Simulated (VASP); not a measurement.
# NbInS4 (F-43m) in VASP: further runs

The runs below take NbInS4 through single point, relaxation of cell and atoms, with PBE.

All numbers are computed with VASP 6.6.1; they aren't measurements. Logs are shortened: lines on timing, memory, paths and dates and some standing lists are left out, and cuts for length are marked.

### 1 The cell of the first run

Symmetry: F-43m, No. 216, cubic system. The conventional cell has a = 7.638 Å, b = 7.638 Å, c = 7.638 Å, α = 90.00°, β = 90.00°, γ = 90.00°. Within 4.2 Å of Nb (site symmetry -43m) lie 12 S at 3.16 Å and 4 In at 3.31 Å. In (site symmetry -43m) has 12 S at 3.17 Å and 4 Nb at 3.31 Å within 4.2 Å. Within 3.5 Å of S (site symmetry 3m) lie 6 S at 2.67 to 2.73 Å and 3 Nb at 3.16 Å and 3 In at 3.17 Å.

The cell was generated, and may not be a known phase.

### 2 Single point, PBE, collinear spin

INCAR

```
SYSTEM = NbInS4
  PREC = Accurate
  ENCUT = 520
  EDIFF = 1E-6
  ISMEAR = 0
  SIGMA = 0.1
  LREAL = .False.
  LASPH = .True.
  NELM = 150
  ALGO = Normal
  ISIF = 2
  LWAVE = .False.
  LCHARG = .False.
  ISPIN = 2
  MAGMOM = 1.85 0.04 -0.04 -0.04 -0.04 -0.04
  LORBIT = 11
  LMAXMIX = 4
  GGA = PE
  NBANDS = 38
```

KPOINTS

```
regular mesh
0
Gamma
  4 4 4
  0 0 0
```

POSCAR

```
NbInS4
1.0
    0.0000000000      3.8189070904      3.8189070904
    3.8189070904      0.0000000000      3.8189070904
    3.8189070904      3.8189070904      0.0000000000
Nb In S
1 1 4
Direct
    0.7500000000      0.7500000000      0.7500000000
    0.0000000000      0.0000000000      0.0000000000
    0.8713533947      0.3762155351      0.3762155351
    0.3762155351      0.3762155351      0.3762155351
    0.3762155351      0.8713533947      0.3762155351
    0.3762155351      0.3762155351      0.8713533947
```

Potentials or basis: VASP PAW PBE potentials, release 64 (Nb_sv, In_d, S).

Launch:

```
cat potpaw_PBE.64/Nb_sv/POTCAR potpaw_PBE.64/In_d/POTCAR potpaw_PBE.64/S/POTCAR > POTCAR
mpirun -np 1 vasp_std > vasp.out
```

OUTCAR:

```text
SYSTEM = NbInS4
   PREC = Accurate
   ENCUT = 520
   EDIFF = 1E-6
   ISMEAR = 0
   LREAL = .False.
   LASPH = .True.
   NELM = 150
   ISIF = 2
   ISPIN = 2
   LORBIT = 11
   GGA = PE

 ion  position               nearest neighbor table
   1  0.750  0.750  0.750-   2 3.31   2 3.31   2 3.31   2 3.31
   2  0.000  0.000  0.000-   3 3.17   5 3.17   3 3.17   6 3.17   5 3.17   6 3.17   4 3.17   4 3.17
                             4 3.17   3 3.17   5 3.17   6 3.17   1 3.31   1 3.31   1 3.31   1 3.31
   3  0.871  0.376  0.376-   4 2.67   5 2.67   6 2.67   4 2.73   6 2.73   5 2.73   2 3.17   2 3.17
                             2 3.17
   4  0.376  0.376  0.376-   3 2.67   5 2.67   6 2.67   6 2.73   5 2.73   3 2.73   2 3.17   2 3.17
                             2 3.17
   5  0.376  0.871  0.376-   3 2.67   4 2.67   6 2.67   6 2.73   4 2.73   3 2.73   2 3.17   2 3.17
                             2 3.17
   6  0.376  0.376  0.871-   3 2.67   4 2.67   5 2.67   4 2.73   5 2.73   3 2.73   2 3.17   2 3.17
                             2 3.17

  LATTYP: Found a face centered cubic cell.
 ALAT       =     7.6378141808

  Lattice vectors:

 A1 = (   0.0000000000,   3.8189070904,   3.8189070904)
 A2 = (   3.8189070904,   0.0000000000,   3.8189070904)
 A3 = (   3.8189070904,   3.8189070904,   0.0000000000)

Analysis of symmetry for initial positions (statically):
=====================================================================
 Subroutine PRICEL returns:
 Original cell was already a primitive cell.

 Routine SETGRP: Setting up the symmetry group for a
 face centered cubic supercell.

 Subroutine GETGRP returns: Found 24 space group operations
 (whereof 24 operations were pure point group operations)
 out of a pool of 48 trial point group operations.

The static configuration has the point symmetry T_d .

Analysis of symmetry for dynamics (positions and initial velocities):
=====================================================================
 Subroutine PRICEL returns:
 Original cell was already a primitive cell.

 Routine SETGRP: Setting up the symmetry group for a
 face centered cubic supercell.

 Subroutine GETGRP returns: Found 24 space group operations
 (whereof 24 operations were pure point group operations)
 out of a pool of 48 trial point group operations.

The dynamic configuration has the point symmetry T_d .

Analysis of structural, dynamic, and magnetic symmetry:
=====================================================================
 Subroutine PRICEL returns:
 Original cell was already a primitive cell.

 Routine SETGRP: Setting up the symmetry group for a
 face centered cubic supercell.

 Subroutine GETGRP returns: Found 24 space group operations
 (whereof 24 operations were pure point group operations)
 out of a pool of 48 trial point group operations.

The overall configuration has the point symmetry T_d .

 Subroutine INISYM returns: Found 24 space group operations
 (whereof 24 operations are pure point group operations),
 and found     1 'primitive' translations

----------------------------------------------------------------------------------------

                                     Primitive cell

  volume of cell :     111.3903

  direct lattice vectors                    reciprocal lattice vectors
     0.000000000  3.818907090  3.818907090    -0.130927511  0.130927511  0.130927511
     3.818907090  0.000000000  3.818907090     0.130927511 -0.130927511  0.130927511
     3.818907090  3.818907090  0.000000000     0.130927511  0.130927511 -0.130927511

  length of vectors
     5.400750201  5.400750201  5.400750201     0.226773101  0.226773101  0.226773101

  position of ions in fractional coordinates (direct lattice)
     0.750000000  0.750000000  0.750000000
     0.000000000  0.000000000  0.000000000
     0.871353395  0.376215535  0.376215535
     0.376215535  0.376215535  0.376215535
     0.376215535  0.871353395  0.376215535
     0.376215535  0.376215535  0.871353395

  ion indices of the primitive-cell ions
   primitive index   ion index
                 1           1
                 2           2
[... 36 lines left out ...]
  0.250000  0.250000  0.000000      6.000000
  0.500000  0.250000  0.000000     24.000000
 -0.250000  0.250000  0.000000     12.000000
  0.500000  0.500000  0.000000      3.000000
 -0.250000  0.500000  0.250000      6.000000
   k-points           NKPTS =      8   k-points in BZ     NKDIM =      8   number of bands    NBANDS=     38
   number of dos      NEDOS =    301   number of ions     NIONS =      6
   total plane-waves  NPLWV =  64000
   dimension x,y,z NGX =    40 NGY =   40 NGZ =   40
   dimension x,y,z NGXF=    80 NGYF=   80 NGZF=   80
   ions per type =               1   1   4
   NGX,Y,Z   is equivalent  to a cutoff of  12.31, 12.31, 12.31 a.u.
   NGXF,Y,Z  is equivalent  to a cutoff of  24.63, 24.63, 24.63 a.u.
 SYSTEM =  NbInS4
   PREC   = accura    normal or accurate (medium, high low for compatibility)
   ISTART =      0    job   : 0-new  1-cont  2-samecut
   ICHARG =      2    charge: 1-file 2-atom 10-const
   ISPIN  =      2    spin polarized calculation?
   LNONCOLLINEAR =      F non collinear calculations
   LSORBIT =      F    spin-orbit coupling
   LASPH  =      T    aspherical Exc in radial PAW
   ENCUT  =  520.0 eV  38.22 Ry    6.18 a.u.  10.04 10.04 10.04*2*pi/ulx,y,z
   NELM   =    150;   NELMIN=  2; NELMDL= -5     # of ELM steps
   EDIFF  = 0.1E-05   stopping-criterion for ELM
   LREAL  =      F    real-space projection
   EDIFFG = 0.1E-04   stopping-criterion for IOM
   NSW    =      0    number of steps for IOM
   IBRION =     -1    ionic relax: 0-MD 1-quasi-New 2-CG
   NFREE  =      0    steps in history (QN), initial steepest desc. (CG)
   ISIF   =      2    stress and relaxation
   ISYM   =      2    0-nonsym 1-usesym 2-fastsym
   POTIM  = 0.5000    time-step for ionic-motion
   TEBEG  =    0.0;   TEEND  =   0.0 temperature during run
   PSTRESS=    0.0 pullay stress
   NELECT =      50.0000    total number of electrons
   NUPDOWN=      -1.0000    fix difference up-down
   EMIN   =  10.00;   EMAX   =-10.00  energy-range for DOS
   EFERMI =   0.00;   METHOD = LEGACY
   ISMEAR =     0;   SIGMA  =   0.10  broadening in eV -4-tet -1-fermi 0-gaus
   EFERMI_NEDOS =   21; number of points for ismear=-14 and -15
   IALGO  =     38    algorithm
   IMIX   =      4    mixing-type and parameters
     AMIX     =   0.40;   BMIX     =  1.00
     AMIX_MAG =   1.60;   BMIX_MAG =  1.00
  volume/ion in A,a.u.               =      18.57       125.28
  Fermi-wavevector in a.u.,A,eV,Ry     =   1.253475  2.368725 21.377474  1.571200
  Thomas-Fermi vector in A             =   2.387326
   LORBIT       =     11    0 simple, 1 ext, 2 COOP (PROOUT), +10 PAW based schemes
   GGA     = PE    functional components
   LHFCALC =     F    Hartree Fock is set to
   AEXX    =    0.0000 exact exchange contribution
   IVDW    =     0    specifies the selected vdW correction
   LEPSILON=     F    determine dielectric tensor
   LRPA    =     F    only Hartree local field effects (RPA)
 spin polarized calculation
 Gauss-broadening in eV      SIGMA  =   0.10
  energy-cutoff  :      520.00
  volume of cell :      111.39
 maximum number of plane-waves:      3028
   NGX = 21   NGY = 21   NGZ = 21

 number of electron      49.9999999 magnetization       2.0073684

 Free energy of the ion-electron system (eV)
  ---------------------------------------------------
  ext. energy  EPLUGINS =         0.00000000
  ---------------------------------------------------
  free energy    TOTEN  =       -24.14225532 eV

  energy without entropy =      -24.11479696  energy(sigma->0) =      -24.12852614

 E-fermi :   8.3841     XC(G=0): -10.9589

 val. band max:        8.3745542896   @ k =  -0.2500   0.5000   0.2500
 cond. band min:       8.3937349965   @ k =   0.2500   0.0000   0.0000
 fundamental gap:      0.0191807069
 Fermi energy:         8.3841002552

 spin component 1

 k-point     1 :       0.0000    0.0000    0.0000
  band No.  band energies     occupation
      1     -47.9543      1.00000
      2     -24.0557      1.00000
      3     -24.0557      1.00000
      4     -24.0557      1.00000
      5      -7.8770      1.00000
      6      -6.1848      1.00000
[... 309 lines left out ...]
     36      14.6098      0.00000
     37      15.1652      0.00000
 Fermi energy:         8.3841002552

 spin component 2

 k-point     1 :       0.0000    0.0000    0.0000
  band No.  band energies     occupation
      1     -46.8985      1.00000
      2     -22.8477      1.00000
      3     -22.8477      1.00000
      4     -22.8477      1.00000
      5      -7.8831      1.00000
      6      -6.1749      1.00000
[... 309 lines left out ...]
     36      14.7876      0.00000
     37      15.6103      0.00000
 [bands above 37 left out]

------------------------ aborting loop because EDIFF is reached ----------------------------------------

  FORCE on cell =-STRESS in cart. coord.  units (eV):
  Direction    XX          YY          ZZ          XY          YZ          ZX
  --------------------------------------------------------------------------------------
  -------------------------------------------------------------------------------------
  Total       -0.2861485     -0.2861485     -0.2861485      0.0000000      0.0000000      0.0000000
  in kB       -4.1158048     -4.1158048     -4.1158048      0.0000000      0.0000000      0.0000000
  external PRESSURE =      -4.1158048 kB  Pullay stress =       0.0000000 kB

 VOLUME and BASIS-vectors are now :
 -----------------------------------------------------------------------------
  energy-cutoff  :      520.00
  volume of cell :      111.39
      direct lattice vectors                 reciprocal lattice vectors
     0.000000000  3.818907090  3.818907090    -0.130927511  0.130927511  0.130927511
     3.818907090  0.000000000  3.818907090     0.130927511 -0.130927511  0.130927511
     3.818907090  3.818907090  0.000000000     0.130927511  0.130927511 -0.130927511

 POSITION                                       TOTAL-FORCE (eV/Angst)
 -----------------------------------------------------------------------------------
      5.72836      5.72836      5.72836        -0.000000     -0.000000     -0.000000
      0.00000      0.00000      0.00000        -0.000000     -0.000000     -0.000000
      2.87346      4.76435      4.76435        -0.018277      0.018277      0.018277
      2.87346      2.87346      2.87346        -0.018277     -0.018277     -0.018277
      4.76435      2.87346      4.76435         0.018277     -0.018277      0.018277
      4.76435      4.76435      2.87346         0.018277      0.018277     -0.018277
 -----------------------------------------------------------------------------------
    total drift:                                0.000000      0.000000      0.000000

  FREE ENERGIE OF THE ION-ELECTRON SYSTEM (eV)
  ---------------------------------------------------
  free  energy   TOTEN  =       -24.1422553185 eV

  energy  without entropy=      -24.1147969564  energy(sigma->0) =      -24.12852614

 total charge

# of ion       s       p       d       tot
------------------------------------------
    1        2.082   5.914   2.451  10.447
    2        1.039   0.375   9.871  11.286
    3        1.432   2.112   0.000   3.543
    4        1.432   2.112   0.000   3.543
    5        1.432   2.112   0.000   3.543
    6        1.432   2.112   0.000   3.543
--------------------------------------------------
tot          8.849  14.735  12.322  35.907

 magnetization (x)

# of ion       s       p       d       tot
------------------------------------------
    1        0.022   0.013   1.506   1.541
    2       -0.025   0.042   0.008   0.025
    3        0.004  -0.038   0.000  -0.034
    4        0.004  -0.038   0.000  -0.034
    5        0.004  -0.038   0.000  -0.034
    6        0.004  -0.038   0.000  -0.034
--------------------------------------------------
tot          0.012  -0.095   1.514   1.431
```

Run time: 5.2 min. Hardware: 1 thread of Intel Xeon 8259CL, shared host; peak memory 0.27 GiB.

Results:

| Property | Result |
| --- | --- |
| Free energy | -24.1423 eV |
| Pressure | -0.4 GPa |
| Largest force | 0.032 eV/Å |
| Band gap on the k mesh | zero (filled and empty bands overlap) |
| Net moment | 2.01 μB per cell |
| Site moments | Nb +1.54; In +0.03; S -0.03 μB |
| Valence electrons inside the program's atomic spheres | Nb 10.45; In 11.29; S 3.54 |

Forces on the atoms (eV/Å):
```
Nb   0.000  0.000  0.000
In   0.000  0.000  0.000
S   -0.018  0.018  0.018
S   -0.018 -0.018 -0.018
S    0.018 -0.018  0.018
S    0.018  0.018 -0.018
```

Levels at points of the mesh, in eV from the Fermi level:
Spin up:
| k point | band 22 | band 23 | band 24 | band 25 | band 26 | band 27 | band 28 | band 29 |
| --- | --- | --- | --- | --- | --- | --- | --- | --- |
| (0.00, 0.00, 0.00) | -0.72 | -0.72 | 0.71 | 0.71 | 0.71 | 0.81 | 0.81 | 1.55 |
| (0.50, 0.00, 0.00) | -2.81 | -2.72 | -0.33 | -0.33 | 0.30 | 0.42 | 0.42 | 0.78 |
| (0.50, 0.50, 0.00) | -3.02 | -2.58 | -0.84 | -0.84 | -0.66 | -0.50 | 0.18 | 1.16 |
Spin down:
```
           k point  band 20  band 21  band 22  band 23  band 24  band 25  band 26  band 27  band 28  band 29
(0.00, 0.00, 0.00)    -4.35     0.16     0.16     0.16     0.59     0.59     0.59     1.93     1.93     2.10
(0.50, 0.00, 0.00)    -2.84    -2.84    -2.75    -2.34     0.66     0.67     0.67     1.24     1.52     1.52
(0.50, 0.50, 0.00)    -3.20    -2.93    -2.93    -2.66    -0.64     0.24     0.24     0.56     1.47     1.62
```

Caveat: spin-orbit coupling is left out, which moves the levels of the heavy elements.

### 3 Single point, PBE, collinear spin

This run uses another cell than the first one, of 23.54 Å³/atom.

INCAR

```
SYSTEM = NbInS4
PREC = Accurate
ENCUT = 520
EDIFF = 1E-7
ISMEAR = 0
SIGMA = 0.1
LREAL = .FALSE.
LASPH = .TRUE.
NELM = 150
ALGO = Normal
ISIF = 2
LWAVE = .FALSE.
LCHARG = .TRUE.
ISPIN = 2
MAGMOM = 2.72 0.05 -0.12 -0.12 -0.12 -0.12
LORBIT = 11
LMAXMIX = 4
GGA = PE
LELF = .TRUE.
LVHAR = .TRUE.
NBANDS = 38
```

KPOINTS

```
regular mesh
0
G
  4 4 4
  0 0 0
```

POSCAR

```
NbInS4
1.0
    0.0000000000      4.1334145800      4.1334145800
    4.1334145800      0.0000000000      4.1334145800
    4.1334145800      4.1334145800      0.0000000000
Nb In S
1 1 4
Direct
    0.7500000000      0.7500000000      0.7500000000
    0.0000000000      0.0000000000      0.0000000000
    0.8706559800      0.3764480100      0.3764480100
    0.3764480100      0.3764480100      0.3764480100
    0.3764480100      0.8706559800      0.3764480100
    0.3764480100      0.3764480100      0.8706559800
```

Potentials or basis: VASP PAW PBE potentials, release 64 (Nb_sv, In_d, S).

Launch:

```
cat potpaw_PBE.64/Nb_sv/POTCAR potpaw_PBE.64/In_d/POTCAR potpaw_PBE.64/S/POTCAR > POTCAR
mpirun -np 1 vasp_std > vasp.out
```

Wall time 8.2 min (1 thread of Intel Xeon 8259CL, shared host); peak memory 0.4 GiB.

It converged, with:

```
Free energy                                           : -23.0883 eV
Pressure                                              : -9.1 GPa
Largest force                                         : 0.056 eV/Å
Net moment                                            : 2.57 μB per cell
Site moments                                          : Nb +2.13; In +0.02; S -0.08 μB
Valence electrons inside the program's atomic spheres : Nb 10.44; In 11.18; S 3.51
```

Forces on the atoms (eV/Å):
```
Nb   0.000  0.000  0.000
In   0.000  0.000  0.000
S   -0.032  0.032  0.032
S   -0.032 -0.032 -0.032
S    0.032 -0.032  0.032
S    0.032  0.032 -0.032
```

Levels at points of the mesh, in eV from the Fermi level:
Spin up:
```tsv
k point	band 22	band 23	band 24	band 25	band 26	band 27	band 28	band 29	band 30	band 31
(0.00, 0.00, 0.00)	-0.65	-0.65	0.43	0.43	0.49	0.49	0.49	1.35	1.35	1.35
(0.50, 0.00, 0.00)	-2.12	-2.03	-0.30	-0.30	-0.05	0.13	0.13	0.53	0.77	1.30
(0.50, 0.50, 0.00)	-2.13	-1.84	-0.87	-0.70	-0.70	-0.53	-0.19	0.69	1.12	1.12
```
Spin down:
| k point | band 22 | band 23 | band 24 | band 25 | band 26 | band 27 |
| --- | --- | --- | --- | --- | --- | --- |
| (0.00, 0.00, 0.00) | 0.26 | 0.26 | 0.71 | 0.71 | 0.71 | 1.53 |
| (0.50, 0.00, 0.00) | -2.09 | -1.82 | 0.30 | 0.95 | 0.95 | 1.34 |
| (0.50, 0.50, 0.00) | -2.08 | -2.02 | -0.96 | 0.82 | 0.82 | 0.98 |

Caveat: the cell stands under tension; spin-orbit coupling is left out, which moves the levels of the heavy elements.

(Continued in part 2 of 2.)

The gap in the log of VASP goes by the Fermi energy; the results here count the filled bands.